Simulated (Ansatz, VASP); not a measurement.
Two plane-wave programs on F

```
F
1.0
     2.90826   -1.72132   -0.02872
     2.89012    1.69090   -0.00983
    -1.66925    0.04951    7.40263
F
4
Direct
  0.05260 0.05215 0.09909
  0.95460 0.94491 0.90388
  0.50924 0.49509 0.59856
  0.48356 0.50784 0.39847
```

Alike in both runs: task single point; functional PBE; k mesh 10 × 10 × 4; occupations gaussian, width 0.02 eV; no spin polarisation.

|  | VASP | Ansatz |
| --- | --- | --- |
| version | VASP 6.6.1 | Ansatz 0.2.0 |
| potentials or method | VASP PAW PBE potentials, release 64 (F), cutoff 520 eV | scalar-relativistic, plane waves, PAW |
| valence electrons in the cell | 28 | 28 |

Ansatz gave:

```
gap on the k mesh at the Fermi level (eV)                     : 1.99
least direct gap on the mesh (eV)                             : 1.99
pressure (GPa)                                                : -4.1
traceless stress, the component that is largest in VASP (GPa) : -8.26
rms of the force components (eV/Å)                            : 1.148
```

Problem. Estimate VASP's values.

Solution. gap on the k mesh at the Fermi level (eV): 1.94; least direct gap on the mesh (eV): 1.94; pressure (GPa): -4.0; traceless stress, the component that is largest in VASP (GPa): -7.17; rms of the force components (eV/Å): 1.011.

Atom by atom the forces differ by 0.148 eV/Å (rms over components).
